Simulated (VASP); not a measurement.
SiW2: single point with PBE

The system is SiW2.

```
Si W
1.0
     4.55785    0.00000    0.00000
    -2.27892    3.94721    0.00000
     0.00000    0.00000    2.62612
Si W
1 2
Direct
  0.00000 0.00000 0.00000
  0.33333 0.66667 0.50000
  0.66667 0.33333 0.50000
```

The cell was built from a structure type or drawn by symmetry, and may not be a known phase.

```yaml
Program: VASP 6.6.1
Task: single point
Functional: PBE
Potentials_or_basis: VASP PAW PBE potentials, release 64 (Si, W_sv)
Cutoff: 520 eV
k_mesh: 6 × 6 × 6
Occupations: gaussian, width 0.1 eV
Spin: no spin polarisation
```

```json
{"Pressure": "0.5 GPa", "Band gap on the k mesh": "zero (bands 16 and 17 overlap by 2.00 eV)"}
```

Stress tensor (GPa, compression positive):
```
0.44 0.00 0.00
0.00 0.44 0.00
0.00 0.00 0.69
```

Levels at points of the mesh, in eV from the Fermi level:
| k point | band 12 | band 13 | band 14 | band 15 | band 16 | band 17 | band 18 | band 19 | band 20 | band 21 |
| --- | --- | --- | --- | --- | --- | --- | --- | --- | --- | --- |
| (0.00, 0.00, 0.00) | -5.13 | -3.65 | -1.66 | -1.66 | -0.92 | 1.60 | 1.60 | 3.50 | 3.50 | 3.72 |
| (0.50, 0.00, 0.00) | -4.56 | -3.74 | -3.17 | -2.02 | 0.82 | 1.23 | 1.54 | 2.00 | 3.25 | 3.90 |
| (0.00, 0.00, 0.50) | -4.69 | -2.91 | -2.91 | -1.49 | -1.49 | -0.03 | -0.03 | 1.32 | 4.83 | 5.11 |
| (0.50, 0.00, 0.50) | -3.90 | -3.11 | -2.06 | -2.03 | -0.31 | -0.23 | 1.91 | 2.74 | 3.71 | 3.88 |

Run time: 10 s on 1 thread of Intel(R) Xeon(R) 6975P-C (Granite Rapids) (shared host), peak memory 0.17 GiB.

Caveat: the k points lie up to 0.40 Å⁻¹ apart, too coarse for converged energies and pressures of a metal; spin-orbit coupling is left out, which moves the levels of the heavy elements.
